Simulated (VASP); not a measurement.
# Cu5H in VASP: relaxation of the atoms with PBEsol

Aim: the relaxation of the atoms of Cu5H with PBEsol.

Program: VASP 6.6.1. These are calculated values, not measurements. Logs are shortened: lines on timing, memory, paths and dates and some standing lists are left out, and cuts for length are marked.

## (1) The cell of the first run

The cell holds a slab with vacuum, 6 atoms: a = 2.520 Å, b = 2.520 Å, c = 26.127 Å, α = 90.00°, β = 90.00°, γ = 90.00°.

## (2) Relaxation of the atoms, PBEsol

INCAR reads:

```
SYSTEM = Cu5H
PREC = Accurate
ENCUT = 520
EDIFF = 1E-7
ISMEAR = 0
SIGMA = 0.1
LREAL = .FALSE.
LASPH = .TRUE.
NELM = 120
ALGO = Normal
ISIF = 2
LWAVE = .FALSE.
LCHARG = .FALSE.
LDIPOL = .TRUE.
IDIPOL = 3
DIPOL = 0.5 0.5 0.494
GGA = PS
IBRION = 2
NSW = 90
EDIFFG = -0.03
GGA_COMPAT = .FALSE.
NELMIN = 4
NELMDL = -8
```

KPOINTS reads:

```
regular mesh
0
G
  11 11 1
  0 0 0
```

POSCAR reads:

```
Cu5H
1.0
    2.5196845175      0.0000000000      0.0000000000
    0.0000000000      2.5196845175      0.0000000000
    0.0000000000      0.0000000000     26.1267440352
Cu H
5 1
Selective dynamics
Direct
    0.5000000000      0.5000000000      0.3253371330  F F F
    0.0000000000      0.0000000000      0.3935310881  F F F
    0.5000000000      0.5000000000      0.4617595490  T T T
    0.0000000000      0.0000000000      0.5301405387  T T T
    0.5000000000      0.5000000000      0.5961312204  T T T
    0.5000000000      0.5000000000      0.6589021496  T T T
```

Potentials or basis: VASP PAW PBE potentials, release 64 (Cu, H).

The run is started by

```console
cat potpaw_PBE.64/Cu/POTCAR potpaw_PBE.64/H/POTCAR > POTCAR
mpirun -np 1 vasp_std > vasp.out
```

OUTCAR:

```text
SYSTEM = Cu5H
   PREC = Accurate
   ENCUT = 520
   EDIFF = 1E-7
   ISMEAR = 0
   LREAL = .FALSE.
   LASPH = .TRUE.
   NELM = 120
   ISIF = 2
   GGA = PS
   IBRION = 2
   NSW = 90
   EDIFFG = -0.03
   NELMIN = 4
   NELMDL = -8

 ion  position               nearest neighbor table
   1  0.500  0.500  0.325-   2 2.52   2 2.52   2 2.52   2 2.52
   2  0.000  0.000  0.394-   1 2.52   1 2.52   1 2.52   1 2.52   3 2.52   3 2.52   3 2.52   3 2.52

   3  0.500  0.500  0.462-   2 2.52   2 2.52   2 2.52   2 2.52   4 2.52   4 2.52   4 2.52   4 2.52

   4  0.000  0.000  0.530-   5 2.48   5 2.48   5 2.48   5 2.48   3 2.52   3 2.52   3 2.52   3 2.52

   5  0.500  0.500  0.596-   6 1.64   4 2.48   4 2.48   4 2.48   4 2.48
   6  0.500  0.500  0.659-   5 1.64

  LATTYP: Found a simple tetragonal cell.
 ALAT       =     2.5196845175
 C/A-ratio  =    10.3690536866

  Lattice vectors:

 A1 = (   2.5196845175,   0.0000000000,   0.0000000000)
 A2 = (   0.0000000000,   2.5196845175,   0.0000000000)
 A3 = (   0.0000000000,   0.0000000000,  26.1267440352)

Analysis of symmetry for initial positions (statically):
=====================================================================
 Subroutine PRICEL returns:
 Original cell was already a primitive cell.

 Routine SETGRP: Setting up the symmetry group for a
 simple tetragonal supercell.

 Subroutine GETGRP returns: Found  8 space group operations
 (whereof  8 operations were pure point group operations)
 out of a pool of 16 trial point group operations.

The static configuration has the point symmetry C_4v.

Analysis of symmetry for dynamics (positions and initial velocities):
=====================================================================
 Subroutine PRICEL returns:
 Original cell was already a primitive cell.

 Routine SETGRP: Setting up the symmetry group for a
 simple tetragonal supercell.

 Subroutine GETGRP returns: Found  8 space group operations
 (whereof  8 operations were pure point group operations)
 out of a pool of 16 trial point group operations.

The dynamic configuration has the point symmetry C_4v.

Analysis of constrained symmetry for selective dynamics:
=====================================================================
 Subroutine PRICEL returns:
 Original cell was already a primitive cell.

 Routine SETGRP: Setting up the symmetry group for a
 simple tetragonal supercell.

 Subroutine GETGRP returns: Found  8 space group operations
 (whereof  8 operations were pure point group operations)
 out of a pool of 16 trial point group operations.

The constrained configuration has the point symmetry C_4v.

 Subroutine INISYM returns: Found  8 space group operations
 (whereof  8 operations are pure point group operations),
 and found     1 'primitive' translations

----------------------------------------------------------------------------------------

                                     Primitive cell

  volume of cell :     165.8737

  direct lattice vectors                    reciprocal lattice vectors
     2.519684517  0.000000000  0.000000000     0.396875082  0.000000000  0.000000000
     0.000000000  2.519684517  0.000000000     0.000000000  0.396875082  0.000000000
     0.000000000  0.000000000 26.126744035     0.000000000  0.000000000  0.038274957

  length of vectors
     2.519684517  2.519684517 26.126744035     0.396875082  0.396875082  0.038274957

  position of ions in fractional coordinates (direct lattice)
     0.500000000  0.500000000  0.325337133
     0.000000000  0.000000000  0.393531088
     0.500000000  0.500000000  0.461759549
     0.000000000  0.000000000  0.530140539
     0.500000000  0.500000000  0.596131220
     0.500000000  0.500000000  0.658902150

  ion indices of the primitive-cell ions
   primitive index   ion index
                 1           1
                 2           2
                 3           3
                 4           4
                 5           5
                 6           6

----------------------------------------------------------------------------------------

 KPOINTS: regular mesh

Automatic generation of k-mesh.
 Grid dimensions read from file:
 generate k-points for:   11   11    1

 Generating k-lattice:

  Cartesian coordinates                     Fractional coordinates (reciprocal lattice)
     0.036079553  0.000000000  0.000000000     0.090909091  0.000000000  0.000000000
     0.000000000  0.036079553  0.000000000     0.000000000  0.090909091  0.000000000
     0.000000000  0.000000000  0.038274957     0.000000000  0.000000000  1.000000000

  Length of vectors
     0.036079553  0.036079553  0.038274957

  Shift w.r.t. Gamma in fractional coordinates (k-lattice)
     0.000000000  0.000000000  0.000000000

 Subroutine IBZKPT returns following result:
 ===========================================

 Found     21 irreducible k-points:

 Following reciprocal coordinates:
            Coordinates               Weight
  0.000000  0.000000  0.000000      1.000000
  0.090909  0.000000  0.000000      4.000000
  0.181818  0.000000  0.000000      4.000000
  0.272727  0.000000  0.000000      4.000000
  0.363636  0.000000  0.000000      4.000000
  0.454545  0.000000  0.000000      4.000000
[... 13 lines left out ...]
  0.454545  0.363636  0.000000      8.000000
  0.454545  0.454545  0.000000      4.000000
   k-points           NKPTS =     21   k-points in BZ     NKDIM =     21   number of bands    NBANDS=     33
   number of dos      NEDOS =    301   number of ions     NIONS =      6
   total plane-waves  NPLWV =  78400
   dimension x,y,z NGX =    20 NGY =   20 NGZ =  196
   dimension x,y,z NGXF=    40 NGYF=   40 NGZF=  392
   ions per type =               5   1
   NGX,Y,Z   is equivalent  to a cutoff of  13.20, 13.20, 12.47 a.u.
   NGXF,Y,Z  is equivalent  to a cutoff of  26.39, 26.39, 24.94 a.u.
 SYSTEM =  Cu5H
   PREC   = accura    normal or accurate (medium, high low for compatibility)
   ISTART =      0    job   : 0-new  1-cont  2-samecut
   ICHARG =      2    charge: 1-file 2-atom 10-const
   ISPIN  =      1    spin polarized calculation?
   LNONCOLLINEAR =      F non collinear calculations
   LSORBIT =      F    spin-orbit coupling
   LASPH  =      T    aspherical Exc in radial PAW
   ENCUT  =  520.0 eV  38.22 Ry    6.18 a.u.   4.68  4.68 48.58*2*pi/ulx,y,z
   NELM   =    120;   NELMIN=  4; NELMDL= -8     # of ELM steps
   EDIFF  = 0.1E-06   stopping-criterion for ELM
   LREAL  =      F    real-space projection
   EDIFFG = -.3E-01   stopping-criterion for IOM
   NSW    =     90    number of steps for IOM
   IBRION =      2    ionic relax: 0-MD 1-quasi-New 2-CG
   NFREE  =      1    steps in history (QN), initial steepest desc. (CG)
   ISIF   =      2    stress and relaxation
   ISYM   =      2    0-nonsym 1-usesym 2-fastsym
   POTIM  = 0.5000    time-step for ionic-motion
   TEBEG  =    0.0;   TEEND  =   0.0 temperature during run
   PSTRESS=    0.0 pullay stress
   NELECT =      56.0000    total number of electrons
   NUPDOWN=      -1.0000    fix difference up-down
   EMIN   =  10.00;   EMAX   =-10.00  energy-range for DOS
   EFERMI =   0.00;   METHOD = LEGACY
   ISMEAR =     0;   SIGMA  =   0.10  broadening in eV -4-tet -1-fermi 0-gaus
   EFERMI_NEDOS =   21; number of points for ismear=-14 and -15
   IALGO  =     38    algorithm
   IMIX   =      4    mixing-type and parameters
     AMIX     =   0.40;   BMIX     =  1.00
     AMIX_MAG =   1.60;   BMIX_MAG =  1.00
  volume/ion in A,a.u.               =      27.65       186.56
  Fermi-wavevector in a.u.,A,eV,Ry     =   1.139930  2.154156 17.679969  1.299441
  Thomas-Fermi vector in A             =   2.276633
   LORBIT       =      0    0 simple, 1 ext, 2 COOP (PROOUT), +10 PAW based schemes
   GGA     = PS    functional components
   LHFCALC =     F    Hartree Fock is set to
   AEXX    =    0.0000 exact exchange contribution
   IVDW    =     0    specifies the selected vdW correction
   LEPSILON=     F    determine dielectric tensor
   LRPA    =     F    only Hartree local field effects (RPA)
 conjugate gradient relaxation of ions
 non-spin polarized calculation
 Gauss-broadening in eV      SIGMA  =   0.10
  energy-cutoff  :      520.00
  volume of cell :      165.87
 maximum number of plane-waves:      4533
 NGX is ok and might be reduce to    20
   NGX =  9   NGY =  9   NGZ = 97

 dipolmoment           0.000000      0.000000     -0.028730 electrons x Angstroem

--------------------------------------- Ionic step        1  -------------------------------------------

 number of electron      56.0000000 magnetization

 Free energy of the ion-electron system (eV)
  ---------------------------------------------------
  ext. energy  EPLUGINS =         0.00000000
  ---------------------------------------------------
  free energy    TOTEN  =       -22.74459692 eV

  energy without entropy =      -22.73602410  energy(sigma->0) =      -22.74031051

------------------------ aborting loop because EDIFF is reached ----------------------------------------

  FORCE on cell =-STRESS in cart. coord.  units (eV):
  Direction    XX          YY          ZZ          XY          YZ          ZX
  --------------------------------------------------------------------------------------
  -------------------------------------------------------------------------------------
  Total       -1.3725215     -1.3725215     -1.2977854      0.0000000      0.0000000      0.0000000
  in kB      -13.2572089    -13.2572089    -12.5353322      0.0000000      0.0000000      0.0000000
  external PRESSURE =     -13.0165834 kB  Pullay stress =       0.0000000 kB
[... 187 lines left out ...]
--------------------------------------- Ionic step        6  -------------------------------------------

 number of electron      55.9999999 magnetization

 dipolmoment           0.000000      0.000000      0.036229 electrons x Angstroem

 Free energy of the ion-electron system (eV)
  ---------------------------------------------------
  ext. energy  EPLUGINS =         0.00000000
  ---------------------------------------------------
  free energy    TOTEN  =       -22.83976497 eV

  energy without entropy =      -22.83159541  energy(sigma->0) =      -22.83568019

 E-fermi :  -0.6141     XC(G=0):  -5.4528

 val. band max:       -0.6153840309   @ k =   0.3636   0.3636   0.0000
 cond. band min:      -0.5841982617   @ k =   0.3636   0.2727   0.0000
 fundamental gap:      0.0311857692
 Fermi energy:        -0.6141378080

 k-point     1 :       0.0000    0.0000    0.0000
  band No.  band energies     occupation
      1      -9.9315      2.00000
      2      -8.7885      2.00000
      3      -7.2556      2.00000
      4      -5.9577      2.00000
      5      -5.6399      2.00000
      6      -5.3166      2.00000
[... 745 lines left out ...]
     32       5.6859      0.00000
     33       6.8423      0.00000

------------------------ aborting loop because EDIFF is reached ----------------------------------------

 vacuum level on the upper side and lower side of the slab       (xc-potential included)         0.486        -0.524

  FORCE on cell =-STRESS in cart. coord.  units (eV):
  Direction    XX          YY          ZZ          XY          YZ          ZX
  --------------------------------------------------------------------------------------
  -------------------------------------------------------------------------------------
  Total       -1.7267518     -1.7267518     -0.1242502      0.0000000      0.0000000      0.0000000
  in kB      -16.6787258    -16.6787258     -1.2001344      0.0000000      0.0000000      0.0000000
  external PRESSURE =     -11.5191953 kB  Pullay stress =       0.0000000 kB
[... 21 lines left out ...]
  FREE ENERGIE OF THE ION-ELECTRON SYSTEM (eV)
  ---------------------------------------------------
  free  energy   TOTEN  =       -22.8397649705 eV

  energy  without entropy=      -22.8315954105  energy(sigma->0) =      -22.83568019

 reached required accuracy - stopping structural energy minimisation

 vacuum level on the upper side and lower side of the slab         5.070         4.041
```

It took 11 min on 1 thread of Intel Xeon Platinum 8259CL at 2.50GHz (Skylake/Cascade Lake), shared host; peak memory 0.32 GiB.

What came out:

```
Free energy               : -22.8398 eV
Energy gained by relaxing : 15.9 meV/atom
Ionic steps               : 6
Band gap on the k mesh    : zero (bands 28 and 29 overlap by 3.93 eV)
```

The path:
| step | energy change (eV) | largest force on free atoms (eV/Å) | pressure (GPa) |
| --- | --- | --- | --- |
| 1 | 0.0000 | 1.4126 | -1.30 |
| 2 | -0.0931 | 0.2010 | -1.19 |
| 3 | -0.0944 | 0.1110 | -1.15 |
| 4 | -0.0944 | 0.1039 | -1.15 |
| 5 | -0.0950 | 0.0496 | -1.15 |
| 6 | -0.0952 | 0.0268 | -1.15 |

Final structure:
```
Cu H
1.0
     2.51968    0.00000    0.00000
     0.00000    2.51968    0.00000
     0.00000    0.00000   26.12674
Cu H
5 1
Direct
  0.50000 0.50000 0.32534
  0.00000 0.00000 0.39353
  0.50000 0.50000 0.46148
  0.00000 0.00000 0.52987
  0.50000 0.50000 0.59907
  0.50000 0.50000 0.65667
```

Caveat: the PAW data sets were made with another functional, which shifts forces and pressure a little.

The gap in the log of VASP goes by the Fermi energy; the results here count the filled bands.